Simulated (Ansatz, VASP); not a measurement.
Ta in VASP and in Ansatz

```xyz
1
Lattice="-1.6277 1.6277 1.6277 1.6277 -1.6277 1.6277 1.6277 1.6277 -1.6277" Properties=species:S:1:pos:R:3 pbc="T T T"
Ta    0.0000    0.0000    0.0000
```

Alike in both runs: functional LDA; k mesh 26 × 26 × 26; occupations fermi-dirac, width 0.15 eV; no spin polarisation.

Ansatz relaxed the structure, and its values are those at the end. VASP's run is a single point on that final structure, the one shown.

|  | VASP | Ansatz |
| --- | --- | --- |
| version | VASP 6.6.1 | Ansatz 0.2.0 |
| potentials or method | VASP PAW LDA potentials, release 64 (Ta_pv), cutoff 520 eV | scalar-relativistic, plane waves, PAW |
| valence electrons in the cell | 11 | 13 |

Ansatz gave:

| Quantity | Value |
| --- | --- |
| gap on the k mesh at the Fermi level (eV) | none |
| pressure (GPa) | 0.0 |

Problem. Estimate VASP's values.

Solution. gap on the k mesh at the Fermi level (eV): none; pressure (GPa): 0.9.

Ansatz warns that its potentials were made for another functional, while VASP's fit it. LDA's correlation is that of Perdew and Zunger in VASP and of Perdew and Wang (1992) in Ansatz. A gap of «none» marks a metal or a gap that the smearing closes. VASP's potentials hold 11 valence electrons a cell and Ansatz's 13, so a difference there can come from the potentials and not from the codes.

Spin-orbit coupling is off throughout.
